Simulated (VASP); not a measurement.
A run of VASP 6.6.1:

The input INCAR:

```
SYSTEM = H4Pb
ALGO = Normal
EDIFF = 1E-6
ENCUT = 520
GGA = PE
ISIF = 2
ISMEAR = 0
LASPH = .True.
LCHARG = .False.
LREAL = .False.
LWAVE = .False.
NBANDS = 17
NELM = 60
PREC = Accurate
SIGMA = 0.01
```

Contents of KPOINTS:

```
k-points
0
Gamma
  1 1 1
  0 0 0
```

Contents of POSCAR:

```
H4Pb
1.0
   11.8900000000      0.0000000000      0.0000000000
    0.0000000000     11.0800000000      0.0000000000
    0.0000000000      0.0000000000     11.8900000000
Pb H
1 4
Direct
    0.4981816700      0.4984359200      0.5000336400
    0.4963927700      0.4061371800      0.6215979800
    0.4963927700      0.4061371800      0.3784693000
    0.6214735100      0.5880315900      0.5000336400
    0.3784693000      0.5934566800      0.5000336400
```

Potentials or basis: VASP PAW PBE potentials, release 64 (Pb_d, H).

Command:

```console
$ cat potpaw_PBE.64/Pb_d/POTCAR potpaw_PBE.64/H/POTCAR > POTCAR
$ mpirun -np 1 vasp_gam > vasp.out
```

Hardware: 1 thread of Intel(R) Xeon(R) 6975P-C (Granite Rapids), on a shared host.

Q: Estimate the wall time of this run.

A: Run time: 71 s on 1 thread of Intel(R) Xeon(R) 6975P-C (Granite Rapids), on a shared host, peak memory 1.1 GiB. Counts: scf iterations 21, k points 1.
